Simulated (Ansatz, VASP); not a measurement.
## Sb in VASP and in Ansatz

The input INCAR:

```
SYSTEM = Sb
PREC = Accurate ; ENCUT = 500
EDIFF = 1E-6 ; ISMEAR = 0
SIGMA = 0.1 ; LREAL = .False.
LASPH = .True. ; NELM = 120
ALGO = Normal ; ISIF = 2
LWAVE = .False. ; LCHARG = .False.
GGA = PE ; NBANDS = 8
GGA_COMPAT = .False.
```

The input KPOINTS:

```
Automatic mesh
0
Gamma
  14 14 14
  0 0 0
```

Contents of POSCAR:

```
Sb
1.0
    0.0000000000      2.3712425216      2.3712425216
    2.3712425216      0.0000000000      2.3712425216
    2.3712425216      2.3712425216      0.0000000000
Sb
1
Direct
   -0.0525230966      0.0665916702      0.0222183094
```

Input for Ansatz:

```yaml
crystal:
  lattice:
    - [0.0, 2.3712425216, 2.3712425216]
    - [2.3712425216, 0.0, 2.3712425216]
    - [2.3712425216, 2.3712425216, 0.0]
  atoms:
    - { symbol: Sb, position: [-0.0525230966, 0.0665916702, 0.0222183094] }
basis:
  ecutwfc: 420
kpoints:
  mp_grid: { grid: [14, 14, 14] }
hamiltonian:
  xc: pbe
scf:
  occupations: { method: gaussian, width: 0.1 }
output:
  forces: true
  stress: true
  eigenvalues: true
```

Change from the starting cell: one atom moved.

Alike in both runs: task single point; functional PBE; k mesh 14 × 14 × 14; occupations gaussian, width 0.1 eV; no spin polarisation.

|  | VASP | Ansatz |
| --- | --- | --- |
| version | VASP 6.6.1 | Ansatz 0.2.0 |
| potentials or method | VASP PAW PBE potentials, release 64 (Sb), cutoff 500 eV | scalar-relativistic, plane waves, PAW |
| valence electrons in the cell | 5 | 15 |

|  | VASP | Ansatz | Ansatz less VASP |
| --- | --- | --- | --- |
| gap on the k mesh at the Fermi level (eV) | none | none | - |
| pressure (GPa) | 1.7 | 1.8 | +0.15 |

A gap of «none» marks a metal or a gap that the smearing closes. The functional is the same, so the differences come from potentials, cutoffs and numerics. VASP's potentials hold 5 valence electrons a cell and Ansatz's 15, so a difference there can come from the potentials and not from the codes.

Spin-orbit coupling is off throughout.
